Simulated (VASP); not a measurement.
# MgS (I-4m2) in VASP: a series of runs, part 2 of 2

VASP 6.6.1.

## (3) Single point, PBE (epitaxial xy strain +3.0%)

File INCAR:

```
PREC     = Accurate       # precision mode
ENCUT    = 520            # plane-wave cutoff, eV
EDIFF    = 1E-6           # SCF threshold, eV
ISMEAR   = 0              # smearing method
SIGMA    = 0.01           # smearing width, eV
LREAL    = F              # projectors in reciprocal space
LASPH    = T              # aspherical terms in the spheres
NELM     = 100            # most SCF steps
ALGO     = Normal         # electronic algorithm
ISIF     = 2              # what is computed and relaxed
LWAVE    = F              # write WAVECAR
LCHARG   = T              # write CHGCAR
GGA      = PE             # functional
LELF     = T              # ELF
LVHAR    = T            
NBANDS   = 11             # bands
```

File KPOINTS:

```
regular mesh
0
Gamma
  4 4 4
```

File POSCAR:

```
MgS
1.0
    0.0000000000      2.9158031465      2.7038767364
    2.9158031465      0.0000000000      2.7038767364
    2.9158031465      2.9158031465      0.0000000000
Mg S
1 1
Direct
    0.0000000000      0.0000000000      0.0000000000
    0.2500000000      0.2500000000      0.2500000000
```

Potentials or basis: VASP PAW PBE potentials, release 64 (Mg, S).

On the command line:

```console
$ cat potpaw_PBE.64/Mg/POTCAR potpaw_PBE.64/S/POTCAR > POTCAR
$ mpirun -np 1 vasp_std > vasp.out
```

OUTCAR:

```text
PREC = Accurate
   ENCUT = 520
   EDIFF = 1E-6
   ISMEAR = 0
   LREAL = F
   LASPH = T
   NELM = 100
   ISIF = 2
   GGA = PE

 ion  position               nearest neighbor table
   1  0.000  0.000  0.000-   2 2.47   2 2.47   2 2.47   2 2.47
   2  0.250  0.250  0.250-   1 2.47   1 2.47   1 2.47   1 2.47

  LATTYP: Found a body centered tetragonal cell.
 ALAT       =     4.1235683550
 C/A-ratio  =     1.3114256894

  Lattice vectors:

 A1 = (   0.0000000000,  -2.9158031465,  -2.7038767364)
 A2 = (   0.0000000000,   2.9158031465,  -2.7038767364)
 A3 = (   2.9158031465,   0.0000000000,   2.7038767364)

Analysis of symmetry for initial positions (statically):
=====================================================================
 Subroutine PRICEL returns:
 Original cell was already a primitive cell.

 Routine SETGRP: Setting up the symmetry group for a
 body centered tetragonal supercell.

 Subroutine GETGRP returns: Found  8 space group operations
 (whereof  8 operations were pure point group operations)
 out of a pool of 16 trial point group operations.

The static configuration has the point symmetry D_2d.

Analysis of symmetry for dynamics (positions and initial velocities):
=====================================================================
 Subroutine PRICEL returns:
 Original cell was already a primitive cell.

 Routine SETGRP: Setting up the symmetry group for a
 body centered tetragonal supercell.

 Subroutine GETGRP returns: Found  8 space group operations
 (whereof  8 operations were pure point group operations)
 out of a pool of 16 trial point group operations.

The dynamic configuration has the point symmetry D_2d.

 Subroutine INISYM returns: Found  8 space group operations
 (whereof  8 operations are pure point group operations),
 and found     1 'primitive' translations

----------------------------------------------------------------------------------------

                                     Primitive cell

  volume of cell :      45.9762

  direct lattice vectors                    reciprocal lattice vectors
     0.000000000  2.915803147  2.703876736    -0.171479340  0.171479340  0.184919672
     2.915803147  0.000000000  2.703876736     0.171479340 -0.171479340  0.184919672
     2.915803147  2.915803147  0.000000000     0.171479340  0.171479340 -0.184919672

  length of vectors
     3.976538368  3.976538368  4.123568355     0.304968217  0.304968217  0.304968217

  position of ions in fractional coordinates (direct lattice)
     0.000000000  0.000000000  0.000000000
     0.250000000  0.250000000  0.250000000

  ion indices of the primitive-cell ions
   primitive index   ion index
                 1           1
                 2           2

----------------------------------------------------------------------------------------

 KPOINTS: regular mesh

Automatic generation of k-mesh.
 Grid dimensions read from file:
 generate k-points for:    4    4    4

[... 25 lines left out ...]
 -0.250000  0.250000  0.000000      4.000000
  0.500000  0.500000  0.000000      1.000000
  0.250000  0.000000  0.250000      4.000000
  0.500000 -0.000000  0.250000     16.000000
 -0.250000  0.000000  0.250000      8.000000
 -0.250000  0.500000  0.250000      4.000000
  0.500000  0.000000  0.500000      2.000000
 -0.250000  0.250000  0.500000      2.000000
   k-points           NKPTS =     13   k-points in BZ     NKDIM =     13   number of bands    NBANDS=     11
   number of dos      NEDOS =    301   number of ions     NIONS =      2
   total plane-waves  NPLWV =  28800
   dimension x,y,z NGX =    30 NGY =   30 NGZ =   32
   dimension x,y,z NGXF=    60 NGYF=   60 NGZF=   64
   ions per type =               1   1
   NGX,Y,Z   is equivalent  to a cutoff of  12.54, 12.54, 12.90 a.u.
   NGXF,Y,Z  is equivalent  to a cutoff of  25.08, 25.08, 25.80 a.u.
 SYSTEM =  unknown system
   PREC   = accura    normal or accurate (medium, high low for compatibility)
   ISTART =      0    job   : 0-new  1-cont  2-samecut
   ICHARG =      2    charge: 1-file 2-atom 10-const
   ISPIN  =      1    spin polarized calculation?
   LNONCOLLINEAR =      F non collinear calculations
   LSORBIT =      F    spin-orbit coupling
   LASPH  =      T    aspherical Exc in radial PAW
   ENCUT  =  520.0 eV  38.22 Ry    6.18 a.u.   7.39  7.39  7.67*2*pi/ulx,y,z
   NELM   =    100;   NELMIN=  2; NELMDL= -5     # of ELM steps
   EDIFF  = 0.1E-05   stopping-criterion for ELM
   LREAL  =      F    real-space projection
   EDIFFG = 0.1E-04   stopping-criterion for IOM
   NSW    =      0    number of steps for IOM
   IBRION =     -1    ionic relax: 0-MD 1-quasi-New 2-CG
   NFREE  =      0    steps in history (QN), initial steepest desc. (CG)
   ISIF   =      2    stress and relaxation
   ISYM   =      2    0-nonsym 1-usesym 2-fastsym
   POTIM  = 0.5000    time-step for ionic-motion
   TEBEG  =    0.0;   TEEND  =   0.0 temperature during run
   PSTRESS=    0.0 pullay stress
   NELECT =       8.0000    total number of electrons
   NUPDOWN=      -1.0000    fix difference up-down
   EMIN   =  10.00;   EMAX   =-10.00  energy-range for DOS
   EFERMI =   0.00;   METHOD = LEGACY
   ISMEAR =     0;   SIGMA  =   0.01  broadening in eV -4-tet -1-fermi 0-gaus
   EFERMI_NEDOS =   21; number of points for ismear=-14 and -15
   IALGO  =     38    algorithm
   IMIX   =      4    mixing-type and parameters
     AMIX     =   0.40;   BMIX     =  1.00
     AMIX_MAG =   1.60;   BMIX_MAG =  1.00
  volume/ion in A,a.u.               =      22.99       155.13
  Fermi-wavevector in a.u.,A,eV,Ry     =   0.913960  1.727133 11.365251  0.835322
  Thomas-Fermi vector in A             =   2.038532
   LORBIT       =      0    0 simple, 1 ext, 2 COOP (PROOUT), +10 PAW based schemes
   GGA     = PE    functional components
   LHFCALC =     F    Hartree Fock is set to
   AEXX    =    0.0000 exact exchange contribution
   IVDW    =     0    specifies the selected vdW correction
   LEPSILON=     F    determine dielectric tensor
   LRPA    =     F    only Hartree local field effects (RPA)
 non-spin polarized calculation
 Gauss-broadening in eV      SIGMA  =   0.01
  energy-cutoff  :      520.00
  volume of cell :       45.98
 maximum number of plane-waves:      1252
 NGX is ok and might be reduce to    30
   NGX = 15   NGY = 15   NGZ = 15

 number of electron       8.0000001 magnetization

 Free energy of the ion-electron system (eV)
  ---------------------------------------------------
  ext. energy  EPLUGINS =         0.00000000
  ---------------------------------------------------
  free energy    TOTEN  =        -8.44838095 eV

  energy without entropy =       -8.44838095  energy(sigma->0) =       -8.44838095

 E-fermi :   1.1669     XC(G=0):  -8.3391

 val. band max:        1.1173999331   @ k =   0.0000   0.0000   0.0000
 cond. band min:       4.3683227854   @ k =   0.0000   0.0000   0.0000
 fundamental gap:      3.2509228523
 Fermi energy:         1.1668604180

 k-point     1 :       0.0000    0.0000    0.0000
  band No.  band energies     occupation
      1     -10.2208      2.00000
      2       0.9504      2.00000
      3       0.9504      2.00000
      4       1.1174      2.00000
      5       4.3683      0.00000
      6       8.9121      0.00000
      7       8.9121      0.00000
      8       8.9722      0.00000
      9      11.1930      0.00000
     10      12.2870      0.00000
     11      14.2760      0.00000
[... 155 lines left out ...]
 k-point    13 :      -0.2500    0.2500    0.5000
  band No.  band energies     occupation
      1      -9.3661      2.00000
      2      -1.3037      2.00000
      3      -0.7951      2.00000
      4      -0.3020      2.00000
      5       6.8541      0.00000
      6       8.9926      0.00000
      7       9.3413      0.00000
      8      10.1050      0.00000
      9      13.3054      0.00000
     10      14.1392      0.00000
     11      14.3912      0.00000

------------------------ aborting loop because EDIFF is reached ----------------------------------------

  FORCE on cell =-STRESS in cart. coord.  units (eV):
  Direction    XX          YY          ZZ          XY          YZ          ZX
  --------------------------------------------------------------------------------------
  -------------------------------------------------------------------------------------
  Total       -0.1009274     -0.1009274      0.2767322      0.0000000      0.0000000      0.0000000
  in kB       -3.5171124     -3.5171124      9.6435527      0.0000000      0.0000000      0.0000000
  external PRESSURE =       0.8697760 kB  Pullay stress =       0.0000000 kB

 VOLUME and BASIS-vectors are now :
 -----------------------------------------------------------------------------
  energy-cutoff  :      520.00
  volume of cell :       45.98
      direct lattice vectors                 reciprocal lattice vectors
     0.000000000  2.915803147  2.703876736    -0.171479340  0.171479340  0.184919672
     2.915803147  0.000000000  2.703876736     0.171479340 -0.171479340  0.184919672
     2.915803147  2.915803147  0.000000000     0.171479340  0.171479340 -0.184919672

 POSITION                                       TOTAL-FORCE (eV/Angst)
 -----------------------------------------------------------------------------------
      0.00000      0.00000      0.00000        -0.000000     -0.000000      0.000000
      1.45790      1.45790      1.35194         0.000000      0.000000      0.000000
 -----------------------------------------------------------------------------------
    total drift:                                0.000000      0.000000      0.000001

  FREE ENERGIE OF THE ION-ELECTRON SYSTEM (eV)
  ---------------------------------------------------
  free  energy   TOTEN  =        -8.4483809480 eV

  energy  without entropy=       -8.4483809480  energy(sigma->0) =       -8.44838095
```

It took 6.3 s on 1 thread of Intel Xeon Platinum 8488C (Sapphire Rapids), shared host; peak memory 0.17 GiB.

Results:

```
Free energy            : -8.4484 eV
Pressure               : 0.1 GPa
Band gap on the k mesh : 3.25 eV, direct
```

Stress tensor (GPa, compression positive):
```
-0.35  0.00  0.00
 0.00 -0.35  0.00
 0.00  0.00  0.96
```

Caveat: the k points lie up to 0.48 Å⁻¹ apart; the cell differs from its parent crystal (epitaxial xy strain +3.0%). A k mesh can miss the band edges.

## (4) Single point, PBE (epitaxial xy strain +4.0%)

File INCAR:

```
SYSTEM = MgS
PREC = Accurate ; ENCUT = 520
EDIFF = 1E-6 ; ISMEAR = 0
SIGMA = 0.01 ; LREAL = .FALSE.
LASPH = .TRUE. ; NELM = 100
ALGO = Normal ; ISIF = 2
LWAVE = .FALSE. ; LCHARG = .TRUE.
GGA = PE ; LELF = .TRUE.
LVHAR = .TRUE. ; NBANDS = 11
```

File KPOINTS:

```
regular mesh
0
G
  4 4 4
  0 0 0
```

File POSCAR:

```
MgS
1.0
    0.0000000000      2.9441119149      2.6568738787
    2.9441119149      0.0000000000      2.6568738787
    2.9441119149      2.9441119149      0.0000000000
Mg S
1 1
Direct
    0.0000000000      0.0000000000      0.0000000000
    0.2500000000      0.2500000000      0.2500000000
```

On the command line:

```console
$ cat potpaw_PBE.64/Mg/POTCAR potpaw_PBE.64/S/POTCAR > POTCAR
$ mpirun -np 1 vasp_std > vasp.out
```

Wall time 6.5 s (1 thread of Intel Xeon Platinum 8488C (Sapphire Rapids), shared host); peak memory 0.17 GiB.

Results (log left out):

```
Free energy            : -8.4406 eV
Pressure               : -0.2 GPa
Band gap on the k mesh : 3.19 eV, direct
```

Stress tensor (GPa, compression positive):
```
-0.71  0.00  0.00
 0.00 -0.71  0.00
 0.00  0.00  0.96
```

Levels at points of the mesh, in eV from the valence-band top:
```csv
k point,band 1,band 2,band 3,band 4,band 5,band 6,band 7,band 8
"(0.00, 0.00, 0.00)",-11.37,-0.21,-0.21,0.00,3.19,7.77,7.77,7.85
"(0.50, 0.00, 0.00)",-10.70,-3.23,-0.70,-0.26,4.77,7.00,8.12,8.42
"(0.50, 0.50, 0.00)",-10.39,-2.60,-1.47,-1.47,3.64,4.96,11.57,11.71
"(0.50, 0.00, 0.50)",-10.54,-3.08,-1.02,-0.97,3.83,5.74,10.37,11.19
```

Caveat: the k points lie up to 0.48 Å⁻¹ apart; the cell differs from its parent crystal (epitaxial xy strain +4.0%). A k mesh can miss the band edges.

## (5) Summary

| cell | gap on the mesh (eV) | pressure (GPa) |
| --- | --- | --- |
| a = 3.986, b = 3.986, c = 4.084 Å, angles 59.2, 59.2, 61.6°, 2 atoms | 3.32 | 0.4 |
| a = 3.977, b = 3.977, c = 4.124 Å, angles 58.8, 58.8, 62.5°, 2 atoms | 3.25 | 0.1 |
| a = 3.966, b = 3.966, c = 4.164 Å, angles 58.3, 58.3, 63.3°, 2 atoms | 3.19 | -0.2 |

Alike in all rows: task single point; level PBE; potentials or basis VASP PAW PBE potentials, release 64 (Mg, S); no spin polarisation; k mesh 4 × 4 × 4; cutoff (eV) 520; smearing gaussian 0.01 eV.

Caveats: all runs use coarse meshes.

Absolute energies hang on the potentials; compare differences alone.
